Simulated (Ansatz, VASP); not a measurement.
One calculation of K2Au, two programs

```
K Au
1.0
     4.33869    0.00000    0.00000
    -2.16935    3.75742    0.00000
     0.00000    0.00000    9.45354
K Au
2 1
Direct
  0.33333 0.66667 0.29424
  0.66667 0.33333 0.70576
  0.00000 0.00000 0.00000
```

Alike in both runs: task single point; functional PBE; k mesh 6 × 6 × 2; occupations gaussian, width 0.1 eV; no spin polarisation.

|  | VASP | Ansatz |
| --- | --- | --- |
| version | VASP 6.6.1 | Ansatz 0.2.0 |
| potentials or method | VASP PAW PBE potentials, release 64 (K_sv, Au), cutoff 520 eV | scalar-relativistic, plane waves, PAW |
| valence electrons in the cell | 29 | 37 |

```tsv
	VASP	Ansatz	Ansatz less VASP
gap on the k mesh at the Fermi level (eV)	none	none	-
pressure (GPa)	-0.9	-0.9	+0.02
traceless stress, the component that is largest in VASP (GPa)	-2.41	-2.41	+0.006
rms of the force components (eV/Å)	0.330	0.330	-0.0004
```

Atom by atom the forces differ by 0.000 eV/Å (rms over components). A gap of «none» marks a metal or a gap that the smearing closes. VASP's potentials hold 29 valence electrons a cell and Ansatz's 37, so a difference there can come from the potentials and not from the codes.

Spin-orbit coupling is off throughout.
